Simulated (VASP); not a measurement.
# ScSi11O24 (a cell with a defect) in VASP: electric field gradients with PBE

Aim: the electric field gradients of ScSi11O24 (a cell with a defect) with PBE.

Program: VASP 6.6.1. These are calculated values, not measurements. Logs are shortened: lines on timing, memory, paths and dates and some standing lists are left out, and cuts for length are marked.

### Step 1. The cell of the first run

The cell holds a defect, 36 atoms: a = 10.088 Å, b = 10.088 Å, c = 7.309 Å, α = 113.37°, β = 113.37°, γ = 115.16°.

### Step 2. Electric field gradients, PBE

The input, INCAR:

```
SYSTEM = ScSi11O24
ALGO = Normal
EDIFF = 1E-8
ENCUT = 520
GGA = PE
ISIF = 2
ISMEAR = -1
LASPH = .TRUE.
LCHARG = .FALSE.
LEFG = .TRUE.
LREAL = Auto
LWAVE = .FALSE.
NBANDS = 124
NELECT = 200.0
NELM = 100
PREC = Accurate
SIGMA = 0.01
```

The input, KPOINTS:

```
k-points
0
G
  3 3 4
  0 0 0
```

The input, POSCAR:

```
ScSi11O24
1.0
   -7.3745400000      4.2576926541      5.4084000000
    7.3745400000     -4.2576926541      5.4084000000
    2.4581800000      4.2576926541     -5.4084000000
Sc Si O
1 11 24
Direct
    0.3333333334      0.5681983334      0.2348650000
    0.8333333334      0.0681983334      0.2348650000
    0.8333333334      0.5681983334      0.7348650000
    0.3333333334      0.0681983334      0.7348650000
    0.4015316666      0.1666666666      0.2348650000
    0.9015316666      0.6666666666      0.2348650000
    0.9015316666      0.1666666666      0.7348650000
    0.4015316666      0.6666666666      0.7348650000
    0.2651350000      0.2651350000      0.5302700000
    0.7651350000      0.7651350000      0.5302700000
    0.7651350000      0.2651350000      0.0302700000
    0.2651350000      0.7651350000      0.0302700000
    0.5265800000      0.5995600000      0.3405600000
    0.0265800000      0.0995600000      0.3405600000
    0.0265800000      0.5995600000      0.8405600000
    0.5265800000      0.0995600000      0.8405600000
    0.2991033334      0.5923333334      0.4391900000
    0.7991033333      0.0923333334      0.4391900000
    0.7991033333      0.5923333334      0.9391900000
    0.2991033334      0.0923333334      0.9391900000
    0.3526866666      0.4864766666      0.7202500000
    0.8526866666      0.9864766666      0.7202500000
    0.8526866666      0.4864766666      0.2202500000
    0.3526866666      0.9864766666      0.2202500000
    0.3139800000      0.2410000000      0.3405600000
    0.8139800000      0.7410000000      0.3405600000
    0.8139800000      0.2410000000      0.8405600000
    0.3139800000      0.7410000000      0.8405600000
    0.6400866666      0.3468566666      0.4391900000
    0.1400866666      0.8468566666      0.4391900000
    0.1400866666      0.3468566666      0.9391900000
    0.6400866666      0.8468566666      0.9391900000
    0.8675633334      0.7337733333      0.7202500000
    0.3675633334      0.2337733334      0.7202500000
    0.3675633334      0.7337733333      0.2202500000
    0.8675633334      0.2337733334      0.2202500000
```

Potentials or basis: VASP PAW PBE potentials, release 64 (Sc_sv, Si, O).

Command:

```sh
$ cat potpaw_PBE.64/Sc_sv/POTCAR potpaw_PBE.64/Si/POTCAR potpaw_PBE.64/O/POTCAR > POTCAR
$ mpirun -np 1 vasp_std > vasp.out
```

OUTCAR:

```text
SYSTEM = ScSi11O24
   EDIFF = 1E-8
   ENCUT = 520
   GGA = PE
   ISIF = 2
   ISMEAR = -1
   LASPH = .TRUE.
   LREAL = Auto
   NELECT = 200.0
   NELM = 100
   PREC = Accurate

 ion  position               nearest neighbor table
   1  0.333  0.568  0.235-  13 1.61  31 1.61  35 1.61  17 1.61  10 3.06  12 3.06   7 3.06   8 3.06

   2  0.833  0.068  0.235-  14 1.61  32 1.61  36 1.61  18 1.61   9 3.06  11 3.06   8 3.06   7 3.06

   3  0.833  0.568  0.735-  15 1.61  29 1.61  33 1.61  19 1.61  12 3.06  10 3.06   5 3.06   6 3.06
[... 41 lines left out ...]
  35  0.368  0.734  0.220-  12 1.61   1 1.61
  36  0.868  0.234  0.220-  11 1.61   2 1.61

  LATTYP: Found a face centered orthorhombic cell.
 ALAT       =     9.8327199999
 B/A-ratio  =     1.1000821746
 C/A-ratio  =     1.7320508076

  Lattice vectors:

 A1 = (  -7.3745400000,   4.2576926541,  -5.4084000000)
 A2 = (  -4.9163600000,   8.5153853082,   0.0000000000)
 A3 = (   2.4581800000,   4.2576926541,  -5.4084000000)

Analysis of symmetry for initial positions (statically):
=====================================================================
 Subroutine PRICEL returns:
 Original cell was already a primitive cell.

 Routine SETGRP: Setting up the symmetry group for a
 face centered orthorhombic supercell.

 Subroutine GETGRP returns: Found  1 space group operations
 (whereof  1 operations were pure point group operations)
 out of a pool of  8 trial point group operations.

The static configuration has the point symmetry C_1 .

Analysis of symmetry for dynamics (positions and initial velocities):
=====================================================================
 Subroutine PRICEL returns:
 Original cell was already a primitive cell.

 Routine SETGRP: Setting up the symmetry group for a
 face centered orthorhombic supercell.

 Subroutine GETGRP returns: Found  1 space group operations
 (whereof  1 operations were pure point group operations)
 out of a pool of  8 trial point group operations.

The dynamic configuration has the point symmetry C_1 .

 Subroutine INISYM returns: Found  1 space group operations
 (whereof  1 operations are pure point group operations),
 and found     1 'primitive' translations

----------------------------------------------------------------------------------------

                                     Primitive cell

  volume of cell :     452.8421

  direct lattice vectors                    reciprocal lattice vectors
    -7.374540000  4.257692654  5.408400000     0.000000000  0.117434498  0.092448783
     7.374540000 -4.257692654  5.408400000     0.101701259  0.058717249  0.092448783
     2.458180000  4.257692654 -5.408400000     0.101701259  0.176151747  0.000000000

  length of vectors
    10.087743926 10.087743926  7.308993515     0.149457816  0.149457816  0.203402517

  position of ions in fractional coordinates (direct lattice)
     0.333333333  0.568198333  0.234865000
     0.833333333  0.068198333  0.234865000
     0.833333333  0.568198333  0.734865000
     0.333333333  0.068198333  0.734865000
     0.401531667  0.166666667  0.234865000
     0.901531667  0.666666667  0.234865000
[... 28 lines left out ...]
     0.367563333  0.733773333  0.220250000
     0.867563333  0.233773333  0.220250000

  ion indices of the primitive-cell ions
   primitive index   ion index
                 1           1
                 2           2
                 3           3
                 4           4
                 5           5
                 6           6
[... 28 lines left out ...]
                35          35
                36          36

----------------------------------------------------------------------------------------

 KPOINTS: k-points

Automatic generation of k-mesh.
[... 83 lines left out ...]
   LREAL  =      T    real-space projection
   EDIFFG = 0.1E-06   stopping-criterion for IOM
   NSW    =      0    number of steps for IOM
   IBRION =     -1    ionic relax: 0-MD 1-quasi-New 2-CG
   NFREE  =      0    steps in history (QN), initial steepest desc. (CG)
   ISIF   =      2    stress and relaxation
   ISYM   =      2    0-nonsym 1-usesym 2-fastsym
   POTIM  = 0.5000    time-step for ionic-motion
   TEBEG  =    0.0;   TEEND  =   0.0 temperature during run
   PSTRESS=    0.0 pullay stress
   NELECT =     200.0000    total number of electrons
   NUPDOWN=      -1.0000    fix difference up-down
   EMIN   =  10.00;   EMAX   =-10.00  energy-range for DOS
   EFERMI =   0.00;   METHOD = LEGACY
   ISMEAR =    -1;   SIGMA  =   0.01  broadening in eV -4-tet -1-fermi 0-gaus
   EFERMI_NEDOS =   21; number of points for ismear=-14 and -15
   IALGO  =     38    algorithm
   IMIX   =      4    mixing-type and parameters
     AMIX     =   0.40;   BMIX     =  1.00
     AMIX_MAG =   1.60;   BMIX_MAG =  1.00
  volume/ion in A,a.u.               =      12.58        84.89
  Fermi-wavevector in a.u.,A,eV,Ry     =   1.246721  2.355961 21.147712  1.554313
  Thomas-Fermi vector in A             =   2.380886
   LORBIT       =      0    0 simple, 1 ext, 2 COOP (PROOUT), +10 PAW based schemes
   GGA     = PE    functional components
   LHFCALC =     F    Hartree Fock is set to
   AEXX    =    0.0000 exact exchange contribution
   IVDW    =     0    specifies the selected vdW correction
   LEPSILON=     F    determine dielectric tensor
   LRPA    =     F    only Hartree local field effects (RPA)
 non-spin polarized calculation
  energy-cutoff  :      520.00
  volume of cell :      452.84
 maximum number of plane-waves:     12217
 NGX is ok and might be reduce to    80
   NGX = 37   NGY = 37   NGZ = 27

 number of electron     200.0000004 magnetization

 Free energy of the ion-electron system (eV)
  ---------------------------------------------------
  ext. energy  EPLUGINS =         0.00000000
  ---------------------------------------------------
  free energy    TOTEN  =      -273.03482807 eV

  energy without entropy =     -273.03482807  energy(sigma->0) =     -273.03482807

 E-fermi :   2.4963     XC(G=0):  -9.2762

 val. band max:        2.2125952560   @ k =  -0.0000   0.0000   0.5000
 cond. band min:       6.9132842817   @ k =   0.0000   0.0000   0.0000
 fundamental gap:      4.7006890257
 Fermi energy:         2.4962871105

 k-point     1 :       0.0000    0.0000    0.0000
  band No.  band energies     occupation
      1     -40.7357      2.00000
      2     -21.3629      2.00000
      3     -21.2699      2.00000
      4     -21.2652      2.00000
      5     -18.7005      2.00000
      6     -18.1495      2.00000
[... 2174 lines left out ...]
    111      10.4807      0.00000
    112      10.5221      0.00000
 [bands above 112 left out]

------------------------ aborting loop because EDIFF is reached ----------------------------------------

  FORCE on cell =-STRESS in cart. coord.  units (eV):
  Direction    XX          YY          ZZ          XY          YZ          ZX
  --------------------------------------------------------------------------------------
  -------------------------------------------------------------------------------------
  Total       62.0720936     60.9029136     61.8042808      0.0505885     -0.1293626     -0.0146196
  in kB      219.6140878    215.4774723    218.6665531      0.1789844     -0.4576912     -0.0517249
  external PRESSURE =     217.9193711 kB  Pullay stress =       0.0000000 kB

 VOLUME and BASIS-vectors are now :
 -----------------------------------------------------------------------------
  energy-cutoff  :      520.00
  volume of cell :      452.84
      direct lattice vectors                 reciprocal lattice vectors
    -7.374540000  4.257692654  5.408400000     0.000000000  0.117434498  0.092448783
     7.374540000 -4.257692654  5.408400000     0.101701259  0.058717249  0.092448783
     2.458180000  4.257692654 -5.408400000     0.101701259  0.176151747  0.000000000

 POSITION                                       TOTAL-FORCE (eV/Angst)
 -----------------------------------------------------------------------------------
      2.30936     -0.00000      3.60560         0.101429     -0.012926      0.031862
     -5.06518      4.25769      3.60560         0.165012      0.002434     -0.509298
     -0.14882      4.25769      3.60560         0.050796     -0.001750      0.509841
     -0.14882      4.25769     -1.80280         0.035982      0.025561     -0.026298
     -1.15468      1.99997      1.80280        -0.046986      0.034995     -0.220028
     -1.15468      1.99997      7.21120         0.298083      0.038232     -0.156878
[... 28 lines left out ...]
      3.24204     -0.62145      4.76527         8.793259     -6.334422     10.824906
     -4.13250      3.63624      4.76527         0.234024      0.182941      0.133565
 -----------------------------------------------------------------------------------
    total drift:                                0.008269      0.008797      0.032374

  FREE ENERGIE OF THE ION-ELECTRON SYSTEM (eV)
  ---------------------------------------------------
  free  energy   TOTEN  =      -273.0348280723 eV

  energy  without entropy=     -273.0348280723  energy(sigma->0) =     -273.03482807

 Electric field gradients (V/A^2)
---------------------------------------------------------------------
 ion       V_xx      V_yy      V_zz      V_xy      V_xz      V_yz
---------------------------------------------------------------------
   1       1.576     4.722    -6.299    -0.260     0.018     2.135
   2       7.927    -6.187    -1.740    -1.841     0.194    -1.972
   3       8.219    -6.432    -1.786     1.829    -0.201    -2.245
   4       8.124    -6.386    -1.739     0.146     0.107    -1.692
   5      -3.303     5.927    -2.624    -5.588     0.038     1.193
   6      -4.529     5.625    -1.096    -6.069     2.550     0.734
[... 28 lines left out ...]
  35     -17.333    36.826   -19.493   -18.345     1.159   -20.158
  36     -16.893    18.065    -1.171   -38.919    42.594   -47.350
---------------------------------------------------------------------

 Electric field gradients after diagonalization (V/A^2)
 (convention: |V_zz| > |V_xx| > |V_yy|)
----------------------------------------------------------------------
 ion       V_xx      V_yy      V_zz     asymmetry (V_yy - V_xx)/ V_zz
----------------------------------------------------------------------
   1       5.139     1.559    -6.698       0.534
   2      -7.118    -1.065     8.183       0.740
   3      -7.508    -0.958     8.466       0.774
   4      -6.938    -1.189     8.127       0.707
   5      -6.024    -2.636     8.660       0.391
   6      -8.317    -0.163     8.480       0.962
[... 28 lines left out ...]
  35     -28.826   -19.340    48.166       0.197
  36     -52.351   -35.647    87.998       0.190
----------------------------------------------------------------------

           NMR quadrupolar parameters

 Cq : quadrupolar parameter    Cq=e*Q*V_zz/h
 eta: asymmetry parameters     (V_yy - V_xx)/ V_zz
 Q  : nuclear electric quadrupole moment in mb (millibarn)
----------------------------------------------------------------------
 ion       Cq(MHz)       eta       Q (mb)
----------------------------------------------------------------------
   1      -0.016       0.534       1.000
   2       0.020       0.740       1.000
   3       0.020       0.774       1.000
   4       0.020       0.707       1.000
   5       0.021       0.391       1.000
   6       0.021       0.962       1.000
[... 28 lines left out ...]
  35       0.116       0.197       1.000
  36       0.213       0.190       1.000
----------------------------------------------------------------------
```

It took 41 min on 1 thread of Intel Xeon 6975P-C (Granite Rapids), shared host; peak memory 1.1 GiB.

What came out:

```
Free energy                             : -273.0348 eV
Largest force                           : 15.749 eV/Å
Largest electric field gradient by atom : Sc -6.7; Si +8.2, +8.5, +8.1, +8.7, -16.3, -19.3, -17.3, -18.9 (each value once); O +46.9, +87.9, +84.9, +87.6, +48.1, +88.1, +86.9, +88.7, +84.7, +82.5, +85.0, +87.1, +83.6, +88.3, +47.3, +85.7, +87.3, +48.2, +88.0 (each value once) V/Å²
```

Forces in eV/Å, atoms in the order of the input:
```
Sc    0.101  -0.013   0.032
Si    0.165   0.002  -0.509
Si    0.051  -0.002   0.510
Si    0.036   0.026  -0.026
Si   -0.047   0.035  -0.220
Si    0.298   0.038  -0.157
Si   -0.469   1.301   1.280
Si   -0.285  -1.747   0.385
Si    0.625  -0.133   0.216
Si    0.327  -1.389  -1.434
Si   -0.498   0.061   0.319
Si   -0.966   1.831  -0.365
O    -8.850  11.265   6.543
O    -0.482   0.073  -0.056
O    -0.052  -0.588  -0.423
O    -0.141  -0.014  -0.183
O     8.681   6.302 -10.876
O    -0.055  -1.032   0.023
O     0.143  -0.257  -0.228
O     0.039  -0.330  -0.052
O    -0.325   0.609  -0.540
O     0.086   0.382  -0.347
O     0.239   0.211  -0.154
O     1.009  -0.093   0.344
O     0.057  -0.179   0.078
O    -0.395  -0.139   0.834
O     0.726  -0.458  -0.330
O     0.649  -0.340   0.118
O    -0.361  -0.024   0.080
O    -0.269  -0.022   0.174
O    -8.697 -11.233  -6.540
O    -0.169   0.541   0.394
O    -0.143   1.112   0.072
O    -0.057   0.355   0.082
O     8.793  -6.334  10.825
O     0.234   0.183   0.134
```

Electric field gradients, principal values (V/Å²):
| atom | least | middle | greatest (by size) |
| --- | --- | --- | --- |
| 1 Sc | 1.559 | 5.139 | -6.698 |
| 2 Si | -1.065 | -7.118 | 8.183 |
| 3 Si | -0.958 | -7.508 | 8.466 |
| 4 Si | -1.189 | -6.938 | 8.127 |
| 5 Si | -2.636 | -6.024 | 8.660 |
| 6 Si | -0.163 | -8.317 | 8.480 |
| 7 Si | 3.179 | 13.136 | -16.315 |
| 8 Si | 9.117 | 10.199 | -19.316 |
| 9 Si | -0.403 | -7.784 | 8.187 |
| 10 Si | 1.647 | 15.621 | -17.268 |
| 11 Si | -1.783 | -6.308 | 8.091 |
| 12 Si | 6.580 | 12.332 | -18.912 |
| 13 O | -19.133 | -27.772 | 46.906 |
| 14 O | -34.110 | -53.819 | 87.929 |
| 15 O | -33.615 | -51.292 | 84.907 |
| 16 O | -34.952 | -52.601 | 87.553 |
| 17 O | -18.865 | -29.189 | 48.054 |
| 18 O | -37.554 | -50.536 | 88.090 |
| 19 O | -34.951 | -51.988 | 86.939 |
| 20 O | -33.932 | -54.017 | 87.949 |
| 21 O | -39.544 | -49.134 | 88.678 |
| 22 O | -30.647 | -54.067 | 84.714 |
| 23 O | -33.841 | -53.726 | 87.567 |
| 24 O | -31.002 | -51.530 | 82.531 |
| 25 O | -35.686 | -51.935 | 87.621 |
| 26 O | -32.004 | -53.015 | 85.019 |
| 27 O | -32.380 | -54.714 | 87.094 |
| 28 O | -34.166 | -49.474 | 83.640 |
| 29 O | -33.123 | -54.000 | 87.124 |
| 30 O | -36.244 | -52.100 | 88.343 |
| 31 O | -19.197 | -28.109 | 47.307 |
| 32 O | -34.484 | -51.214 | 85.698 |
| 33 O | -37.376 | -49.683 | 87.060 |
| 34 O | -33.498 | -53.793 | 87.291 |
| 35 O | -19.340 | -28.826 | 48.166 |
| 36 O | -35.647 | -52.351 | 87.998 |

Caveat: the cell carries a net charge on a neutralising background, which shifts energy and pressure; the cell is charged against a uniform background, so pressure and absolute levels hang on convention; without QUAD_EFG the Cq values of the log hold for a quadrupole moment of 1 mb, not for the nuclei.
